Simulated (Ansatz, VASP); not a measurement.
**Ga: VASP and Ansatz over several settings**

```xyz
2
Lattice="2.7217 0.0000 0.0000 0.0000 3.2146 0.0000 -1.3160 0.0000 3.9088" Properties=species:S:1:pos:R:3 pbc="T T T"
Ga   -0.6472    2.4110    3.0104
Ga    2.0529    0.8037    0.8984
```

Single points on this cell with VASP 6.6.1 and Ansatz 0.2.0. Each row is one pair of runs. Alike in all rows: spin: off; k mesh: 10 × 8 × 7; smearing: fermi-dirac, width 0.05 eV.

```tsv
level	VASP's potentials, cutoff	Ansatz's potentials, cutoff	gap on the k mesh at the Fermi level (eV), VASP	gap on the k mesh at the Fermi level (eV), Ansatz	pressure (GPa), VASP	pressure (GPa), Ansatz	rms of the force components (eV/Å), VASP	rms of the force components (eV/Å), Ansatz
r2SCAN	VASP PAW PBE potentials, release 64 (Ga_d), 520 eV	Ansatz PAW, 500 eV	none	none	4.2	4.2	0.049	0.044
LDA	VASP PAW LDA potentials, release 64 (Ga_d), 520 eV	Ansatz PAW, 420 eV	none	none	1.1	1.0	0.051	0.051
PBE	VASP PAW PBE potentials, release 64 (Ga_d), 520 eV	Ansatz PAW, 420 eV	none	none	7.6	7.6	0.064	0.064
```

Pressure (GPa): the two programs differ by at most 0.09; rms of the force components (eV/Å): the two programs differ by at most 0.0043.

A gap of «none» marks a metal or a gap that the smearing closes.
